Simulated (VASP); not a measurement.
# Si16C (a cell with a defect) in VASP: single point with PBE

Aim: the single point of Si16C (a cell with a defect) with PBE.

Program: VASP 6.6.1. These are calculated values, not measurements. Logs are shortened: lines on timing, memory, paths and dates and some standing lists are left out, and cuts for length are marked.

## (1) The cell of the first run

The cell holds a defect, 17 atoms: a = 7.679 Å, b = 7.679 Å, c = 7.679 Å, α = 60.00°, β = 60.00°, γ = 60.00°.

## (2) Single point, PBE, collinear spin

Input file INCAR:

```
  PREC = Accurate
  ENCUT = 520
  EDIFF = 1E-6
  ISMEAR = -1
  SIGMA = 0.05
  LREAL = Auto
  LASPH = T
  NELM = 150
  ALGO = Normal
  ISIF = 2
  LWAVE = F
  LCHARG = T
  ISPIN = 2
  MAGMOM = 0 0 0 0 0 0 0 0 0 0 0 0 0 0 0 0 1
  LORBIT = 11
  GGA = PE
  LELF = T
  LVHAR = T
  NBANDS = 52
```

Input file KPOINTS:

```
regular mesh
0
Gamma
  2 2 2
```

Input file POSCAR:

```
Si16C
1.0
    0.0000000000      5.4300000000      5.4300000000
    5.4300000000      0.0000000000      5.4300000000
    5.4300000000      5.4300000000      0.0000000000
Si C
16 1
Direct
   -0.0203222836      0.0105801105      0.0133241252
    0.1024769797      0.1760497238      0.1080202578
   -0.0100736648      0.0852302026      0.4804419890
    0.0705340700      0.2062430939      0.6435359116
    0.0132320442      0.5504327808     -0.0146869245
    0.0935911602      0.6636464088      0.1531675875
   -0.0599355433      0.5839871087      0.5573204420
    0.1290791897      0.6976243094      0.6253406998
    0.5062062615     -0.0127624309     -0.0113075506
    0.5964548803      0.1009668508      0.1589963168
    0.5077255985      0.0325874770      0.5303959484
    0.6354051565      0.1691068140      0.6277624309
    0.4789594843      0.4805985267      0.0313904236
    0.6595580110      0.6289318600      0.0662615101
    0.4807826888      0.5220902394      0.4580202578
    0.5383241252      0.5376427256      0.6912707182
    0.6599539595      0.7549447514      0.5940607735
```

Potentials or basis: VASP PAW PBE potentials, release 64 (Si, C).

Command:

```bash
$ cat potpaw_PBE.64/Si/POTCAR potpaw_PBE.64/C/POTCAR > POTCAR
$ mpirun -np 1 vasp_std > vasp.out
```

OUTCAR:

```text
PREC = Accurate
   ENCUT = 520
   EDIFF = 1E-6
   ISMEAR = -1
   LREAL = Auto
   LASPH = T
   NELM = 150
   ISIF = 2
   ISPIN = 2
   LORBIT = 11
   GGA = PE

 ion  position               nearest neighbor table
   1  0.980  0.011  0.013-   6 2.18   4 2.37  10 2.42   2 2.42
   2  0.102  0.176  0.108-   3 2.36   5 2.36   1 2.42   9 2.56
   3  0.990  0.085  0.480-  12 2.24   4 2.31   2 2.36   8 2.44
   4  0.071  0.206  0.644-   3 2.31   1 2.37   7 2.39  11 2.75
   5  0.013  0.550  0.985-   8 2.27  14 2.27   6 2.29   2 2.36
   6  0.094  0.664  0.153-   1 2.18   5 2.29  13 2.45   7 2.56
   7  0.940  0.584  0.557-  17 1.84   8 2.37   4 2.39   6 2.56  16 2.87
   8  0.129  0.698  0.625-   5 2.27  15 2.32   7 2.37   3 2.44  16 2.96
   9  0.506  0.987  0.989-  14 2.27  12 2.32  10 2.37   2 2.56
  10  0.596  0.101  0.159-   9 2.37  13 2.38  11 2.41   1 2.42
  11  0.508  0.033  0.530-  17 1.79  12 2.27  10 2.41   4 2.75
  12  0.635  0.169  0.628-   3 2.24  11 2.27  15 2.29   9 2.32  16 2.78
  13  0.479  0.481  0.031-  16 2.26  14 2.36  10 2.38   6 2.45
  14  0.660  0.629  0.066-   9 2.27   5 2.27  13 2.36  15 2.48
  15  0.481  0.522  0.458-  16 2.12  12 2.29   8 2.32  14 2.48
  16  0.538  0.538  0.691-  17 1.96  15 2.12  13 2.26  12 2.78   7 2.87   8 2.96
  17  0.660  0.755  0.594-  11 1.79   7 1.84  16 1.96

  LATTYP: Found a face centered cubic cell.
 ALAT       =    10.8600000000

  Lattice vectors:

 A1 = (   0.0000000000,   5.4300000000,   5.4300000000)
 A2 = (   5.4300000000,   0.0000000000,   5.4300000000)
 A3 = (   5.4300000000,   5.4300000000,   0.0000000000)

Analysis of symmetry for initial positions (statically):
=====================================================================
 Subroutine PRICEL returns:
 Original cell was already a primitive cell.

 Routine SETGRP: Setting up the symmetry group for a
 face centered cubic supercell.

 Subroutine GETGRP returns: Found  1 space group operations
 (whereof  1 operations were pure point group operations)
 out of a pool of 48 trial point group operations.

The static configuration has the point symmetry C_1 .

Analysis of symmetry for dynamics (positions and initial velocities):
=====================================================================
 Subroutine PRICEL returns:
 Original cell was already a primitive cell.

 Routine SETGRP: Setting up the symmetry group for a
 face centered cubic supercell.

 Subroutine GETGRP returns: Found  1 space group operations
 (whereof  1 operations were pure point group operations)
 out of a pool of 48 trial point group operations.

The dynamic configuration has the point symmetry C_1 .

Analysis of structural, dynamic, and magnetic symmetry:
=====================================================================
 Subroutine PRICEL returns:
 Original cell was already a primitive cell.

 Routine SETGRP: Setting up the symmetry group for a
 face centered cubic supercell.

 Subroutine GETGRP returns: Found  1 space group operations
 (whereof  1 operations were pure point group operations)
 out of a pool of 48 trial point group operations.

The overall configuration has the point symmetry C_1 .

 Subroutine INISYM returns: Found  1 space group operations
 (whereof  1 operations are pure point group operations),
 and found     1 'primitive' translations

----------------------------------------------------------------------------------------

                                     Primitive cell

  volume of cell :     320.2060

  direct lattice vectors                    reciprocal lattice vectors
     0.000000000  5.430000000  5.430000000    -0.092081031  0.092081031  0.092081031
     5.430000000  0.000000000  5.430000000     0.092081031 -0.092081031  0.092081031
     5.430000000  5.430000000  0.000000000     0.092081031  0.092081031 -0.092081031

  length of vectors
     7.679179644  7.679179644  7.679179644     0.159489025  0.159489025  0.159489025

  position of ions in fractional coordinates (direct lattice)
     0.979677716  0.010580111  0.013324125
     0.102476980  0.176049724  0.108020258
     0.989926335  0.085230203  0.480441989
     0.070534070  0.206243094  0.643535912
     0.013232044  0.550432781  0.985313076
     0.093591160  0.663646409  0.153167588
[... 9 lines left out ...]
     0.538324125  0.537642726  0.691270718
     0.659953960  0.754944751  0.594060773

  ion indices of the primitive-cell ions
   primitive index   ion index
                 1           1
                 2           2
                 3           3
                 4           4
                 5           5
                 6           6
[... 9 lines left out ...]
                16          16
                17          17

----------------------------------------------------------------------------------------

 KPOINTS: regular mesh

Automatic generation of k-mesh.
 Grid dimensions read from file:
 generate k-points for:    2    2    2

 Generating k-lattice:

  Cartesian coordinates                     Fractional coordinates (reciprocal lattice)
    -0.046040516  0.046040516  0.046040516     0.500000000  0.000000000  0.000000000
     0.046040516 -0.046040516  0.046040516     0.000000000  0.500000000  0.000000000
     0.046040516  0.046040516 -0.046040516     0.000000000  0.000000000  0.500000000

  Length of vectors
     0.079744512  0.079744512  0.079744512

  Shift w.r.t. Gamma in fractional coordinates (k-lattice)
     0.000000000  0.000000000  0.000000000

 Subroutine IBZKPT returns following result:
 ===========================================

 Found      8 irreducible k-points:

 Following reciprocal coordinates:
            Coordinates               Weight
  0.000000  0.000000  0.000000      1.000000
  0.500000  0.000000  0.000000      1.000000
  0.000000  0.500000  0.000000      1.000000
  0.000000  0.000000  0.500000      1.000000
  0.500000  0.500000  0.500000      1.000000
  0.500000  0.500000  0.000000      1.000000
  0.000000  0.500000  0.500000      1.000000
  0.500000  0.000000  0.500000      1.000000
   k-points           NKPTS =      8   k-points in BZ     NKDIM =      8   number of bands    NBANDS=     52
   number of dos      NEDOS =    301   number of ions     NIONS =     17
   total plane-waves  NPLWV = 216000
   dimension x,y,z NGX =    60 NGY =   60 NGZ =   60
   dimension x,y,z NGXF=   120 NGYF=  120 NGZF=  120
   ions per type =              16   1
   NGX,Y,Z   is equivalent  to a cutoff of  12.99, 12.99, 12.99 a.u.
   NGXF,Y,Z  is equivalent  to a cutoff of  25.98, 25.98, 25.98 a.u.
 SYSTEM =  unknown system
   PREC   = accura    normal or accurate (medium, high low for compatibility)
   ISTART =      0    job   : 0-new  1-cont  2-samecut
   ICHARG =      2    charge: 1-file 2-atom 10-const
   ISPIN  =      2    spin polarized calculation?
   LNONCOLLINEAR =      F non collinear calculations
   LSORBIT =      F    spin-orbit coupling
   LASPH  =      T    aspherical Exc in radial PAW
   ENCUT  =  520.0 eV  38.22 Ry    6.18 a.u.  14.28 14.28 14.28*2*pi/ulx,y,z
   NELM   =    150;   NELMIN=  2; NELMDL= -5     # of ELM steps
   EDIFF  = 0.1E-05   stopping-criterion for ELM
   LREAL  =      T    real-space projection
   EDIFFG = 0.1E-04   stopping-criterion for IOM
   NSW    =      0    number of steps for IOM
   IBRION =     -1    ionic relax: 0-MD 1-quasi-New 2-CG
   NFREE  =      0    steps in history (QN), initial steepest desc. (CG)
   ISIF   =      2    stress and relaxation
   ISYM   =      2    0-nonsym 1-usesym 2-fastsym
   POTIM  = 0.5000    time-step for ionic-motion
   TEBEG  =    0.0;   TEEND  =   0.0 temperature during run
   PSTRESS=    0.0 pullay stress
   NELECT =      68.0000    total number of electrons
   NUPDOWN=      -1.0000    fix difference up-down
   EMIN   =  10.00;   EMAX   =-10.00  energy-range for DOS
   EFERMI =   0.00;   METHOD = LEGACY
   ISMEAR =    -1;   SIGMA  =   0.05  broadening in eV -4-tet -1-fermi 0-gaus
   EFERMI_NEDOS =   21; number of points for ismear=-14 and -15
   IALGO  =     38    algorithm
   IMIX   =      4    mixing-type and parameters
     AMIX     =   0.40;   BMIX     =  1.00
     AMIX_MAG =   1.60;   BMIX_MAG =  1.00
  volume/ion in A,a.u.               =      18.84       127.11
  Fermi-wavevector in a.u.,A,eV,Ry     =   0.976715  1.845724 12.979587  0.953973
  Thomas-Fermi vector in A             =   2.107356
   LORBIT       =     11    0 simple, 1 ext, 2 COOP (PROOUT), +10 PAW based schemes
   GGA     = PE    functional components
   LHFCALC =     F    Hartree Fock is set to
   AEXX    =    0.0000 exact exchange contribution
   IVDW    =     0    specifies the selected vdW correction
   LEPSILON=     F    determine dielectric tensor
   LRPA    =     F    only Hartree local field effects (RPA)
 spin polarized calculation
  energy-cutoff  :      520.00
  volume of cell :      320.21
 maximum number of plane-waves:      8646
 NGX is ok and might be reduce to    60
   NGX = 29   NGY = 29   NGZ = 29

 number of electron      68.0000000 magnetization       0.0000303

 number of electron      68.0000000 magnetization      -0.0000318

 Free energy of the ion-electron system (eV)
  ---------------------------------------------------
  ext. energy  EPLUGINS =         0.00000000
  ---------------------------------------------------
  free energy    TOTEN  =       -89.12879590 eV

  energy without entropy =      -89.09233490  energy(sigma->0) =      -89.11056540

 E-fermi :   6.2997     XC(G=0):  -9.5942

 val. band max:        6.2133161907   @ k =   0.0000   0.5000   0.0000
 cond. band min:       6.3011391205   @ k =   0.5000   0.5000   0.0000
 fundamental gap:      0.0878229298
 Fermi energy:         6.2996770431

 spin component 1

 k-point     1 :       0.0000    0.0000    0.0000
  band No.  band energies     occupation
      1      -6.9053      1.00000
      2      -5.2618      1.00000
      3      -4.1520      1.00000
      4      -3.8719      1.00000
      5      -3.6987      1.00000
      6      -3.2159      1.00000
[... 38 lines left out ...]
     45       8.3514      0.00000
     46       8.4976      0.00000
[... 301 lines left out ...]
      5      -4.2439      1.00000
      6      -3.8611      1.00000
[... 38 lines left out ...]
     45       9.7915      0.00000
     46       9.9742      0.00000
 Fermi energy:         6.2996770431

 spin component 2

 k-point     1 :       0.0000    0.0000    0.0000
  band No.  band energies     occupation
      1      -6.9053      1.00000
      2      -5.2618      1.00000
      3      -4.1520      1.00000
      4      -3.8719      1.00000
      5      -3.6987      1.00000
      6      -3.2159      1.00000
[... 38 lines left out ...]
     45       8.3514      0.00000
     46       8.4976      0.00000
[... 301 lines left out ...]
      5      -4.2439      1.00000
      6      -3.8611      1.00000
[... 38 lines left out ...]
     45       9.7915      0.00000
     46       9.9741      0.00000
 [bands above 46 left out]

------------------------ aborting loop because EDIFF is reached ----------------------------------------

  FORCE on cell =-STRESS in cart. coord.  units (eV):
  Direction    XX          YY          ZZ          XY          YZ          ZX
  --------------------------------------------------------------------------------------
  -------------------------------------------------------------------------------------
  Total        4.1982111      9.2765845      7.5640693      3.7113579     -1.0641538      2.9598152
  in kB       21.0060973     46.4161592     37.8474476     18.5700866     -5.3245816     14.8096809
  external PRESSURE =      35.0899014 kB  Pullay stress =       0.0000000 kB

 VOLUME and BASIS-vectors are now :
 -----------------------------------------------------------------------------
  energy-cutoff  :      520.00
  volume of cell :      320.21
      direct lattice vectors                 reciprocal lattice vectors
     0.000000000  5.430000000  5.430000000    -0.092081031  0.092081031  0.092081031
     5.430000000  0.000000000  5.430000000     0.092081031 -0.092081031  0.092081031
     5.430000000  5.430000000  0.000000000     0.092081031  0.092081031 -0.092081031

 POSITION                                       TOTAL-FORCE (eV/Angst)
 -----------------------------------------------------------------------------------
      0.12980      5.39200      5.37710         1.715593     -1.552729      1.215468
      1.54250      1.14300      1.51240        -1.110362      0.727376      0.245885
      3.07160      7.98410      5.83810        -0.960659      0.874500      0.337535
      4.61430      3.87740      1.50290        -0.344195      1.102211      0.466674
      8.33910      5.42210      3.06070        -0.427220      0.583010     -0.661917
      4.43530      1.33990      4.11180        -0.441593      2.418221     -0.781733
[... 9 lines left out ...]
      6.67300      6.67670      5.84250         1.529893      1.235223      2.857221
      7.32510      6.80930      7.68290        -0.917881      0.735038     -1.906913
 -----------------------------------------------------------------------------------
    total drift:                               -0.004279     -0.007998      0.000629

  FREE ENERGIE OF THE ION-ELECTRON SYSTEM (eV)
  ---------------------------------------------------
  free  energy   TOTEN  =       -89.1287958950 eV

  energy  without entropy=      -89.0923348965  energy(sigma->0) =      -89.11056540

 total charge

# of ion       s       p       d       tot
------------------------------------------
    1        0.747   0.956   0.000   1.703
    2        0.746   0.900   0.000   1.645
    3        0.746   0.960   0.000   1.706
    4        0.756   0.878   0.000   1.634
    5        0.749   0.974   0.000   1.723
    6        0.758   0.942   0.000   1.700
[... 9 lines left out ...]
   16        0.792   0.910   0.000   1.702
   17        0.886   1.540   0.000   2.426
--------------------------------------------------
tot         13.007  16.399   0.000  29.406

 magnetization (x)

# of ion       s       p       d       tot
------------------------------------------
    1       -0.000  -0.000   0.000  -0.000
    2        0.000   0.000   0.000   0.000
    3       -0.000  -0.000   0.000  -0.000
    4        0.000   0.000   0.000   0.000
    5        0.000   0.000   0.000   0.000
    6        0.000   0.000   0.000   0.000
[... 9 lines left out ...]
   16       -0.000  -0.000   0.000  -0.000
   17       -0.000   0.000   0.000   0.000
--------------------------------------------------
tot         -0.000   0.000   0.000  -0.000
```

Wall time 11 min (1 thread of Intel Xeon Platinum 8259CL at 2.50GHz (Skylake/Cascade Lake), shared host); peak memory 0.7 GiB.

What came out:

- Free energy: -89.1288 eV
- Pressure: 3.5 GPa
- Largest force: 3.468 eV/Å
- Band gap on the k mesh: zero (filled and empty bands overlap)
- Net moment: 0.00 μB per cell
- Valence electrons inside the program's atomic spheres: Si 1.70, 1.65, 1.71, 1.63, 1.72, 1.64, 1.69, 1.67, 1.66, 1.74, 1.75 (each value once); C 2.43

Forces on the atoms (eV/Å):
```
Si   1.716 -1.553  1.215
Si  -1.110  0.727  0.246
Si  -0.961  0.875  0.338
Si  -0.344  1.102  0.467
Si  -0.427  0.583 -0.662
Si  -0.442  2.418 -0.782
Si  -0.701 -0.696  0.696
Si  -0.453 -0.986  0.294
Si   1.947 -0.918 -0.169
Si   0.174  0.582  0.663
Si  -0.020 -1.648 -0.873
Si   0.527 -0.177 -0.607
Si   0.628  0.157 -0.792
Si   0.521 -0.099 -1.180
Si  -1.666 -2.337  0.197
Si   1.530  1.235  2.857
C   -0.918  0.735 -1.907
```

Levels at points of the mesh, in eV from the Fermi level:
Spin up:
```
           k point  band 31  band 32  band 33  band 34  band 35  band 36  band 37  band 38
(0.00, 0.00, 0.00)    -1.19    -0.83    -0.59    -0.26    -0.20     0.03     0.23     0.37
(0.50, 0.00, 0.00)    -1.33    -1.23    -1.03    -0.33     0.72     0.77     0.88     1.03
(0.00, 0.50, 0.00)    -1.35    -1.13    -0.62    -0.09     0.30     0.70     1.03     1.30
(0.00, 0.00, 0.50)    -1.45    -1.07    -0.65    -0.17     0.22     0.57     0.91     1.11
(0.50, 0.50, 0.50)    -1.31    -1.22    -0.72    -0.21     0.47     0.50     0.94     1.15
(0.50, 0.50, 0.00)    -1.55    -1.49    -0.77     0.00     0.41     0.91     1.25     1.66
(0.00, 0.50, 0.50)    -1.52    -1.40    -0.97    -0.72     0.65     1.09     1.32     1.59
(0.50, 0.00, 0.50)    -1.71    -1.36    -1.24     0.03     0.79     1.07     1.32     1.60
```
Spin down:
```tsv
k point	band 30	band 31	band 32	band 33	band 34	band 35	band 36	band 37	band 38	band 39
(0.00, 0.00, 0.00)	-1.26	-1.19	-0.83	-0.59	-0.26	-0.20	0.03	0.23	0.37	0.81
(0.50, 0.00, 0.00)	-1.54	-1.33	-1.23	-1.03	-0.33	0.72	0.77	0.88	1.03	1.15
(0.00, 0.50, 0.00)	-1.50	-1.35	-1.13	-0.62	-0.09	0.30	0.70	1.03	1.30	1.42
(0.00, 0.00, 0.50)	-1.70	-1.45	-1.07	-0.65	-0.17	0.22	0.57	0.91	1.11	1.17
(0.50, 0.50, 0.50)	-1.49	-1.31	-1.22	-0.72	-0.21	0.47	0.50	0.94	1.15	1.32
(0.50, 0.50, 0.00)	-1.75	-1.55	-1.49	-0.77	0.00	0.41	0.91	1.25	1.66	1.71
(0.00, 0.50, 0.50)	-1.82	-1.52	-1.40	-0.97	-0.72	0.65	1.09	1.32	1.59	2.00
(0.50, 0.00, 0.50)	-1.81	-1.71	-1.36	-1.24	0.03	0.79	1.07	1.32	1.60	1.82
```

Caveat: the k points lie up to 0.50 Å⁻¹ apart; the atoms stand as in a frame of molecular dynamics.
